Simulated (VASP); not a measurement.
# Mg3Sb2 (P-3m1) in VASP: further runs, part 2 of 2

VASP 6.6.1. The steps go on from the part before.

**3. Single point, PBE (biaxial strain in the a-b plane: +6.0 %, then relaxed in part)**

INCAR

```
SYSTEM = Mg3Sb2
ALGO = Normal
EDIFF = 1E-6
ENCUT = 600
GGA = PE
GGA_COMPAT = .False.
ISIF = 2
ISMEAR = 0
LASPH = .True.
LCHARG = .False.
LREAL = .False.
LWAVE = .False.
NBANDS = 16
NELM = 120
PREC = Accurate
SIGMA = 0.01
```

KPOINTS

```
k-points
0
Gamma
  12 12 6
  0 0 0
```

POSCAR

```
Mg3Sb2
1.0
    4.8694990811      0.0000000000      0.0000000000
   -2.4347495405      4.2171099079      0.0000000000
    0.0000000000      0.0000000000      7.0013209779
Mg Sb
3 2
Direct
    0.3333333333      0.6666666667      0.6439988503
    0.6666666667      0.3333333333      0.3560011497
    0.0000000000      0.0000000000      0.0000000000
    0.3333333333      0.6666666667      0.2271200021
    0.6666666667      0.3333333333      0.7728799979
```

Potentials or basis: VASP PAW PBE potentials, release 64 (Mg, Sb).

Started as:

```console
$ cat potpaw_PBE.64/Mg/POTCAR potpaw_PBE.64/Sb/POTCAR > POTCAR
$ mpirun -np 1 vasp_std > vasp.out
```

OUTCAR:

```text
SYSTEM = Mg3Sb2
   EDIFF = 1E-6
   ENCUT = 600
   GGA = PE
   ISIF = 2
   ISMEAR = 0
   LASPH = .True.
   LREAL = .False.
   NELM = 120
   PREC = Accurate

 ion  position               nearest neighbor table
   1  0.333  0.667  0.644-   4 2.92   5 2.95   5 2.95   5 2.95   2 3.46   2 3.46   2 3.46
   2  0.667  0.333  0.356-   5 2.92   4 2.95   4 2.95   4 2.95   1 3.46   1 3.46   1 3.46
   3  0.000  0.000  0.000-   4 3.23   5 3.23   4 3.23   5 3.23   5 3.23   4 3.23
[... 664 lines left out ...]
  -------------------------------------------------------------------------------------
  Total       -3.8303897     -3.8303897      0.0119336     -0.0000000      0.0000000     -0.0000000
  in kB      -42.6849074    -42.6849074      0.1329852     -0.0000000      0.0000000     -0.0000000
  external PRESSURE =     -28.4122765 kB  Pullay stress =       0.0000000 kB

 VOLUME and BASIS-vectors are now :
 -----------------------------------------------------------------------------
  energy-cutoff  :      600.00
  volume of cell :      143.77
      direct lattice vectors                 reciprocal lattice vectors
     4.869499081  0.000000000  0.000000000     0.205359932  0.118564612  0.000000000
    -2.434749540  4.217109908  0.000000000     0.000000000  0.237129224  0.000000000
     0.000000000  0.000000000  7.001320978     0.000000000  0.000000000  0.142830189

 POSITION                                       TOTAL-FORCE (eV/Angst)
 -----------------------------------------------------------------------------------
     -0.00000      2.81141      4.50884         0.000000     -0.000000      0.007315
      2.43475      1.40570      2.49248         0.000000      0.000000     -0.007315
      0.00000      0.00000      0.00000         0.000000      0.000000      0.000000
     -0.00000      2.81141      1.59014        -0.000000      0.000000     -0.012915
      2.43475      1.40570      5.41118         0.000000     -0.000000      0.012915
 -----------------------------------------------------------------------------------
    total drift:                               -0.000000      0.000000     -0.000000

  FREE ENERGIE OF THE ION-ELECTRON SYSTEM (eV)
  ---------------------------------------------------
  free  energy   TOTEN  =       -14.4104167331 eV

  energy  without entropy=      -14.4103587260  energy(sigma->0) =      -14.41038773
```

Wall time 3.4 min (1 thread of Oxide Virtual Turin-like, shared host); peak memory 0.45 GiB.

What came out:

```yaml
Free_energy: -14.4104 eV
Pressure: -2.8 GPa
Largest_force: 0.013 eV/Å
Band_gap_on_the_k_mesh: zero (bands 8 and 9 overlap by 0.35 eV)
```

Forces in eV/Å, atoms in the order of the input:
```
Mg   0.000  0.000  0.007
Mg   0.000  0.000 -0.007
Mg   0.000  0.000  0.000
Sb   0.000  0.000 -0.013
Sb   0.000  0.000  0.013
```

Stress tensor (GPa, compression positive):
```
-4.27  0.00  0.00
 0.00 -4.27  0.00
 0.00  0.00  0.01
```

Levels at points of the mesh, in eV from the Fermi level:
```tsv
k point	band 5	band 6	band 7	band 8	band 9	band 10	band 11	band 12
(0.00, 0.00, 0.00)	-1.36	-0.58	-0.58	0.29	0.40	0.44	2.57	2.57
(0.50, 0.00, 0.00)	-2.90	-2.40	-1.93	-0.83	0.00	1.72	2.35	2.79
(0.00, 0.00, 0.50)	-1.00	-1.00	-0.95	-0.95	1.18	1.27	2.20	2.20
(0.50, 0.00, 0.50)	-1.92	-1.66	-1.47	-1.16	0.44	1.47	2.02	2.53
```

Caveat: the cell differs from its parent crystal (biaxial strain in the a-b plane: +6.0 %, then relaxed in part); semilocal functionals underestimate gaps, and a narrow one can read as zero; spin-orbit coupling is left out, which moves the levels of the heavy elements.

**4. Single point, PBE (biaxial strain in the a-b plane: +6.0 %)**

INCAR

```
  PREC = Accurate
  ENCUT = 600
  EDIFF = 1E-6
  ISMEAR = 0
  SIGMA = 0.01
  LREAL = F
  LASPH = T
  NELM = 120
  ALGO = Normal
  ISIF = 2
  LWAVE = F
  LCHARG = F
  GGA = PE
  NBANDS = 16
  GGA_COMPAT = F
```

KPOINTS

```
regular mesh
0
Gamma
  12 12 6
```

POSCAR

```
Mg3Sb2
1.0
    4.8694990811      0.0000000000      0.0000000000
   -2.4347495405      4.2171099079      0.0000000000
    0.0000000000      0.0000000000      7.0124015017
Mg Sb
3 2
Direct
    0.3333333333      0.6666666667      0.6395041780
    0.6666666667      0.3333333333      0.3604958220
    0.0000000000      0.0000000000      0.0000000000
    0.3333333333      0.6666666667      0.2268250260
    0.6666666667      0.3333333333      0.7731749740
```

Started as:

```console
$ cat potpaw_PBE.64/Mg/POTCAR potpaw_PBE.64/Sb/POTCAR > POTCAR
$ mpirun -np 1 vasp_std > vasp.out
```

Wall time 6.3 min (1 thread of Oxide Virtual Turin-like, shared host); peak memory 0.45 GiB.

It converged, with:

```yaml
Free_energy: -14.4076 eV
Pressure: -2.8 GPa
Largest_force: 0.095 eV/Å
Band_gap_on_the_k_mesh: zero (bands 8 and 9 overlap by 0.32 eV)
```

Forces on the atoms (eV/Å):
```
Mg   0.000  0.000  0.095
Mg   0.000  0.000 -0.095
Mg   0.000  0.000  0.000
Sb   0.000  0.000 -0.041
Sb   0.000  0.000  0.041
```

Stress tensor (GPa, compression positive):
```
-4.38  0.00  0.00
 0.00 -4.38  0.00
 0.00  0.00  0.24
```

Levels at points of the mesh, in eV from the Fermi level:
```
           k point  band 4  band 5  band 6  band 7  band 8  band 9  band 10  band 11  band 12  band 13
(0.00, 0.00, 0.00)   -1.34   -1.34   -0.55   -0.55    0.27    0.42     0.45     2.61     2.61     3.81
(0.50, 0.00, 0.00)   -3.34   -2.91   -2.38   -1.95   -0.80    0.03     1.74     2.32     2.76     5.49
(0.00, 0.00, 0.50)   -2.61   -0.99   -0.99   -0.91   -0.91    1.21     1.28     2.22     2.22     2.96
(0.50, 0.00, 0.50)   -4.26   -1.89   -1.65   -1.48   -1.17    0.45     1.46     2.01     2.55     4.67
```

Caveat: the cell differs from its parent crystal (biaxial strain in the a-b plane: +6.0 %); semilocal functionals underestimate gaps, and a narrow one can read as zero; spin-orbit coupling is left out, which moves the levels of the heavy elements.

**5. Summary**

```csv
cell,gap on the mesh (eV),pressure (GPa),largest force (eV/Å)
"a = 4.778, b = 4.778, c = 7.100 Å, angles 90.0, 90.0, 120.0°, 5 atoms, atomic positions A",none,-2.0,0.10
"a = 4.869, b = 4.869, c = 7.001 Å, angles 90.0, 90.0, 120.0°, 5 atoms, atomic positions B",none,-2.8,0.01
"a = 4.869, b = 4.869, c = 7.012 Å, angles 90.0, 90.0, 120.0°, 5 atoms, atomic positions C",none,-2.8,0.10
```

Alike in all rows: task single point; level PBE; potentials or basis VASP PAW PBE potentials, release 64 (Mg, Sb); no spin polarisation; k mesh 12 × 12 × 6; cutoff (eV) 600; smearing gaussian 0.01 eV.

Caveats: semilocal functionals underestimate gaps, and a narrow one can read as zero; spin-orbit coupling is left out, which moves the levels of the heavy elements.

Total energies depend on the potentials used, so only differences within one code and one set of settings carry meaning.
